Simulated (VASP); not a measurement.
Runs of VASP 6.6.1 on SiO2. The structure is that of space group P4/mmm (No. 123), or close to it. The cells are those of the table. 

| cell | k mesh | gap on the mesh (eV) | largest force (eV/Å) |
| --- | --- | --- | --- |
| a = 3.335, b = 3.335, c = 29.981 Å, 6 atoms | 4 × 4 × 1 | none | - |
| a = 3.793, b = 3.793, c = 18.000 Å, 6 atoms | 4 × 4 × 1 | none | (a) |
| a = 3.335, b = 3.335, c = 29.981 Å, 6 atoms | 6 × 6 × 1 | none | 0.34 |
| a = 3.334, b = 3.334, c = 29.981 Å, 6 atoms | 6 × 6 × 1 | none | - |

Alike in all rows: task single point; level PBE+D3(BJ); potentials or basis VASP PAW PBE potentials, release 64 (Si, O); no spin polarisation; cutoff (eV) 520; smearing gaussian 0.1 eV.

Fill in the values left out.

(a) 0.42.

Caveats: some runs use coarse meshes.

A gap of «none» marks levels without a gap at the run's occupations.
